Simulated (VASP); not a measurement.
# Si2As (Amm2) in VASP: single point with PBE

Aim: the single point of Si2As with PBE.

Everything below comes from runs of VASP 6.6.1. Logs are shortened: lines on timing, memory, paths and dates and some standing lists are left out, and cuts for length are marked.

### Step 1. The cell of the first run

It takes space group Amm2 (No. 38, orthorhombic). Conventional cell: a = 3.868 Å, b = 5.188 Å, c = 5.625 Å, α = 90.00°, β = 90.00°, γ = 90.00°. Si (site symmetry mm2) has 2 Si at 2.42 Å and 2 As at 2.60 Å within 3.2 Å. Within 3.2 Å of Si (site symmetry mm2) lie 2 Si at 2.42 Å and 4 As at 2.44 to 3.18 Å. As (site symmetry mm2) has 6 Si at 2.44 to 3.18 Å within 3.2 Å.

### Step 2. Single point, PBE

Input file INCAR:

```
SYSTEM = Si2As
PREC = Accurate ; ENCUT = 500
EDIFF = 1E-6 ; ISMEAR = 0
SIGMA = 0.2 ; LREAL = .FALSE.
LASPH = .TRUE. ; NELM = 120
ALGO = Normal ; ISIF = 2
LWAVE = .FALSE. ; LCHARG = .TRUE.
GGA = PE ; LELF = .TRUE.
LVHAR = .TRUE. ; NBANDS = 14
GGA_COMPAT = .FALSE.
```

Input file KPOINTS:

```
Automatic mesh
0
G
  5 5 5
  0 0 0
```

Input file POSCAR:

```
Si2As
1.0
    3.8682605344      0.0000000000      0.0000000000
    0.0000000000      2.5940694632      2.8123726761
    0.0000000000     -2.5940694632      2.8123726761
Si As
2 1
Direct
    0.0000000000      0.8084468674      0.8084468674
    0.5000000000      0.0659804856      0.0659804856
    0.5000000000      0.5006127470      0.5006127470
```

Potentials or basis: VASP PAW PBE potentials, release 64 (Si, As).

The run is started by

```bash
> cat potpaw_PBE.64/Si/POTCAR potpaw_PBE.64/As/POTCAR > POTCAR
> mpirun -np 1 vasp_std > vasp.out
```

OUTCAR:

```text
SYSTEM = Si2As
   PREC = Accurate
   ENCUT = 500
   EDIFF = 1E-6
   ISMEAR = 0
   LREAL = .FALSE.
   LASPH = .TRUE.
   NELM = 120
   ISIF = 2
   GGA = PE

 ion  position               nearest neighbor table
   1  0.000  0.808  0.808-   2 2.42   2 2.42   3 2.60   3 2.60
   2  0.500  0.066  0.066-   1 2.42   1 2.42   3 2.44   3 2.62   3 2.62
   3  0.500  0.501  0.501-   2 2.44   1 2.60   1 2.60   2 2.62   2 2.62

  LATTYP: Found a base centered orthorhombic cell.
 ALAT       =     5.1881389264
 B/A-ratio  =     1.0841547291
 C/A-ratio  =     0.7455969451

  Lattice vectors:

 A1 = (   0.0000000000,   2.5940694632,  -2.8123726761)
 A2 = (   0.0000000000,   2.5940694632,   2.8123726761)
 A3 = (   3.8682605344,   0.0000000000,   0.0000000000)

Analysis of symmetry for initial positions (statically):
=====================================================================
 Subroutine PRICEL returns:
 Original cell was already a primitive cell.

 Routine SETGRP: Setting up the symmetry group for a
 base centered orthorhombic supercell.

 Subroutine GETGRP returns: Found  4 space group operations
 (whereof  4 operations were pure point group operations)
 out of a pool of  8 trial point group operations.

The static configuration has the point symmetry C_2v.

Analysis of symmetry for dynamics (positions and initial velocities):
=====================================================================
 Subroutine PRICEL returns:
 Original cell was already a primitive cell.

 Routine SETGRP: Setting up the symmetry group for a
 base centered orthorhombic supercell.

 Subroutine GETGRP returns: Found  4 space group operations
 (whereof  4 operations were pure point group operations)
 out of a pool of  8 trial point group operations.

The dynamic configuration has the point symmetry C_2v.

 Subroutine INISYM returns: Found  4 space group operations
 (whereof  4 operations are pure point group operations),
 and found     1 'primitive' translations

----------------------------------------------------------------------------------------

                                     Primitive cell

  volume of cell :      56.4417

  direct lattice vectors                    reciprocal lattice vectors
     3.868260534  0.000000000  0.000000000     0.258514128  0.000000000  0.000000000
     0.000000000  2.594069463  2.812372676     0.000000000  0.192747344  0.177785826
     0.000000000 -2.594069463  2.812372676     0.000000000 -0.192747344  0.177785826

  length of vectors
     3.868260534  3.826047105  3.826047105     0.258514128  0.262220020  0.262220020

  position of ions in fractional coordinates (direct lattice)
[... 89 lines left out ...]
   POTIM  = 0.5000    time-step for ionic-motion
   TEBEG  =    0.0;   TEEND  =   0.0 temperature during run
   PSTRESS=    0.0 pullay stress
   NELECT =      13.0000    total number of electrons
   NUPDOWN=      -1.0000    fix difference up-down
   EMIN   =  10.00;   EMAX   =-10.00  energy-range for DOS
   EFERMI =   0.00;   METHOD = LEGACY
   ISMEAR =     0;   SIGMA  =   0.20  broadening in eV -4-tet -1-fermi 0-gaus
   EFERMI_NEDOS =   21; number of points for ismear=-14 and -15
   IALGO  =     38    algorithm
   IMIX   =      4    mixing-type and parameters
     AMIX     =   0.40;   BMIX     =  1.00
     AMIX_MAG =   1.60;   BMIX_MAG =  1.00
  volume/ion in A,a.u.               =      18.81       126.96
  Fermi-wavevector in a.u.,A,eV,Ry     =   1.003512  1.896363 13.701560  1.007036
  Thomas-Fermi vector in A             =   2.136068
   LORBIT       =      0    0 simple, 1 ext, 2 COOP (PROOUT), +10 PAW based schemes
   GGA     = PE    functional components
   LHFCALC =     F    Hartree Fock is set to
   AEXX    =    0.0000 exact exchange contribution
   IVDW    =     0    specifies the selected vdW correction
   LEPSILON=     F    determine dielectric tensor
   LRPA    =     F    only Hartree local field effects (RPA)
 non-spin polarized calculation
 Gauss-broadening in eV      SIGMA  =   0.20
  energy-cutoff  :      500.00
  volume of cell :       56.44
 maximum number of plane-waves:      1450
   NGX = 15   NGY = 13   NGZ = 13

 number of electron      13.0000000 magnetization

 Free energy of the ion-electron system (eV)
  ---------------------------------------------------
  ext. energy  EPLUGINS =         0.00000000
  ---------------------------------------------------
  free energy    TOTEN  =       -14.10313895 eV

  energy without entropy =      -14.09103154  energy(sigma->0) =      -14.09708524

 E-fermi :   6.7647     XC(G=0): -10.1713

 val. band max:        6.6371738205   @ k =   0.2000   0.0000   0.0000
 cond. band min:       6.8914400697   @ k =   0.4000  -0.4000   0.4000
 fundamental gap:      0.2542662492
 Fermi energy:         6.7647120291

 k-point     1 :       0.0000    0.0000    0.0000
  band No.  band energies     occupation
      1      -7.2767      2.00000
      2       0.0398      2.00000
      3       1.8546      2.00000
      4       2.6886      2.00000
      5       3.2229      2.00000
      6       5.6319      2.00000
      7       6.2922      1.99917
      8       8.9713      0.00000
      9       9.9929      0.00000
     10      11.3731      0.00000
     11      11.8045      0.00000
     12      12.0415      0.00000
     13      13.7580      0.00000
     14      15.3954      0.00000
[... 377 lines left out ...]
      1      -4.3643      2.00000
      2      -1.5213      2.00000
      3      -0.0687      2.00000
      4       1.2348      2.00000
      5       1.2475      2.00000
      6       2.4400      2.00000
      7       5.2944      2.00000
      8       6.2282      1.99985
      9      11.8828      0.00000
     10      14.5247      0.00000
     11      15.5233      0.00000
     12      15.5315      0.00000
     13      16.2878      0.00000
     14      17.5229      0.00000

 [... further k-points ...]
[... 5 lines left out ...]
  --------------------------------------------------------------------------------------
  -------------------------------------------------------------------------------------
  Total       -0.0073520      0.0975062      0.2234096      0.0000000      0.0000000      0.0000000
  in kB       -0.2086970      2.7678519      6.3417954      0.0000000      0.0000000      0.0000000
  external PRESSURE =       2.9669834 kB  Pullay stress =       0.0000000 kB

 VOLUME and BASIS-vectors are now :
 -----------------------------------------------------------------------------
  energy-cutoff  :      500.00
  volume of cell :       56.44
      direct lattice vectors                 reciprocal lattice vectors
     3.868260534  0.000000000  0.000000000     0.258514128  0.000000000  0.000000000
     0.000000000  2.594069463  2.812372676     0.000000000  0.192747344  0.177785826
     0.000000000 -2.594069463  2.812372676     0.000000000 -0.192747344  0.177785826

 POSITION                                       TOTAL-FORCE (eV/Angst)
 -----------------------------------------------------------------------------------
      0.00000      0.00000      4.54731         0.000000      0.000000      0.001813
      1.93413      0.00000      0.37112         0.000000      0.000000     -0.013740
      1.93413      0.00000      2.81582         0.000000      0.000000      0.011928
 -----------------------------------------------------------------------------------
    total drift:                               -0.000000     -0.000000      0.000183

  FREE ENERGIE OF THE ION-ELECTRON SYSTEM (eV)
  ---------------------------------------------------
  free  energy   TOTEN  =       -14.1031389513 eV

  energy  without entropy=      -14.0910315378  energy(sigma->0) =      -14.09708524
```

OSZICAR:

```text
N       E                     dE             d eps       ncg     rms          rms(c)
DAV:   1     0.223226000341E+02    0.22323E+02   -0.46515E+03   756   0.707E+02
DAV:   2    -0.127041035371E+02   -0.35027E+02   -0.32790E+02   972   0.112E+02
DAV:   3    -0.142188377519E+02   -0.15147E+01   -0.15051E+01  1010   0.217E+01
DAV:   4    -0.142299221292E+02   -0.11084E-01   -0.11083E-01   858   0.235E+00
DAV:   5    -0.142300423434E+02   -0.12021E-03   -0.12021E-03  1032   0.237E-01    0.449E+00
DAV:   6    -0.141335487355E+02    0.96494E-01   -0.87558E-02   936   0.148E+00    0.261E+00
DAV:   7    -0.141035459687E+02    0.30003E-01   -0.87546E-02   960   0.147E+00    0.354E-01
DAV:   8    -0.141031061610E+02    0.43981E-03   -0.12884E-02   822   0.659E-01    0.135E-01
DAV:   9    -0.141031322650E+02   -0.26104E-04   -0.44421E-04   942   0.128E-01    0.923E-02
DAV:  10    -0.141031381595E+02   -0.58945E-05   -0.46299E-05   954   0.365E-02    0.268E-02
DAV:  11    -0.141031393202E+02   -0.11607E-05   -0.12405E-05   948   0.195E-02    0.491E-03
DAV:  12    -0.141031389513E+02    0.36892E-06   -0.33537E-06   832   0.104E-02
   1 F= -.14103139E+02 E0= -.14097085E+02  d E =-.121074E-01
```

It took 6.8 s on 1 thread of Intel Xeon 6975P-C (Granite Rapids), shared host; peak memory 0.16 GiB.

What came out:

* Free energy: -14.1031 eV
* Pressure: 0.3 GPa
* Largest force: 0.014 eV/Å

Forces on the atoms (eV/Å):
```
Si   0.000  0.000  0.002
Si   0.000  0.000 -0.014
As   0.000  0.000  0.012
```

Levels at points of the mesh, in eV from the Fermi level:
```csv
k point,band 4,band 5,band 6,band 7,band 8,band 9
"(0.00, 0.00, 0.00)",-4.08,-3.54,-1.13,-0.47,2.21,3.23
```
